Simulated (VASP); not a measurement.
Input of a VASP 6.6.1 run:

File INCAR:

```
SYSTEM = CsLiCr2Te2S3
PREC     = Accurate       ! precision mode
ENCUT    = 750            ! plane-wave cutoff, eV
EDIFF    = 1E-7           ! SCF threshold, eV
ISMEAR   = -1             ! smearing method
SIGMA    = 0.05           ! smearing width, eV
LREAL    = .FALSE.        ! projectors in reciprocal space
LASPH    = .TRUE.         ! aspherical terms in the spheres
NELM     = 200            ! most SCF steps
ALGO     = Normal         ! electronic algorithm
ISIF     = 3              ! what is computed and relaxed
LWAVE    = .FALSE.        ! write WAVECAR
LCHARG   = .FALSE.        ! write CHGCAR
ISPIN    = 2              ! spin polarisation
MAGMOM   = 0 0 3 3 0 0 0 0 0 ! initial moments
LORBIT   = 11             ! projections on sites
LMAXMIX  = 4              ! l up to which the mixer works
GGA      = PE             ! functional
IBRION   = 2              ! ionic algorithm
NSW      = 60             ! ionic steps
EDIFFG   = -0.01          ! ionic threshold
PSTRESS  = 20.0         
GGA_COMPAT= .FALSE.      
NELMIN   = 4            
KPAR     = 4
```

The input KPOINTS:

```
Automatic mesh
0
G
  5 5 3
  0 0 0
```

The input POSCAR:

```
CsLiCr2Te2S3
1.0
    7.2895900000     -2.1043300000      0.0177200000
    7.2895900000      2.1043300000      0.0177200000
   -2.5331500000      0.0000000000      7.2810000000
Cs Li Cr Te S
1 1 2 2 3
Direct
    0.5000000000      0.5000000000      0.0000000000
    0.0000000000      0.0000000000      0.5000000000
    0.3287000000      0.3287000000      0.4330000000
    0.6713000000      0.6713000000      0.5670000000
    0.8067200000      0.8067200000      0.1742700000
    0.1932800000      0.1932800000      0.8257300000
    0.1635800000      0.1635800000      0.3971300000
    0.8364200000      0.8364200000      0.6028700000
    0.5000000000      0.5000000000      0.5000000000
```

Potentials or basis: VASP PAW PBE potentials, release 64 (Cs_sv, Li_sv, Cr_pv, Te, S).

The run is started by

```bash
$ cat potpaw_PBE.64/Cs_sv/POTCAR potpaw_PBE.64/Li_sv/POTCAR potpaw_PBE.64/Cr_pv/POTCAR potpaw_PBE.64/Te/POTCAR potpaw_PBE.64/S/POTCAR > POTCAR
$ mpirun -np 4 vasp_std > vasp.out
```

Question: What does it give for the site moments?

Answer: Cs -0.00; Li +0.00; Cr +2.87; Te -0.10; S -0.14, -0.02 (each value once) μB.

Question: Estimate the relaxed volume.

Answer: 23.33 Å³/atom.

Question: Estimate the relaxed cell.

Answer: a = 7.515 Å, b = 7.515 Å, c = 7.445 Å, α = 108.68°, β = 108.68°, γ = 31.98°.

Final structure:
```cif
data_structure
_symmetry_space_group_name_H-M 'P 1'
_symmetry_Int_Tables_number 1
_cell_length_a 7.5148
_cell_length_b 7.5148
_cell_length_c 7.4450
_cell_angle_alpha 108.684
_cell_angle_beta 108.684
_cell_angle_gamma 31.977
_cell_volume 209.93
loop_
_atom_site_label
_atom_site_type_symbol
_atom_site_fract_x
_atom_site_fract_y
_atom_site_fract_z
_atom_site_occupancy
Cs1 Cs 0.50000 0.50000 0.00000 1
Li1 Li 0.00000 0.00000 0.50000 1
Cr1 Cr 0.32813 0.32813 0.43469 1
Cr2 Cr 0.67187 0.67187 0.56531 1
Te1 Te 0.81187 0.81187 0.16609 1
Te2 Te 0.18813 0.18813 0.83391 1
S1 S 0.16090 0.16090 0.38226 1
S2 S 0.83910 0.83910 0.61774 1
S3 S 0.50000 0.50000 0.50000 1
```

Caveat: the cell is relaxed towards a set pressure, so the run minimises the enthalpy, not the energy; only a ferromagnetic start was run, and an antiferromagnetic order may lie lower in energy.
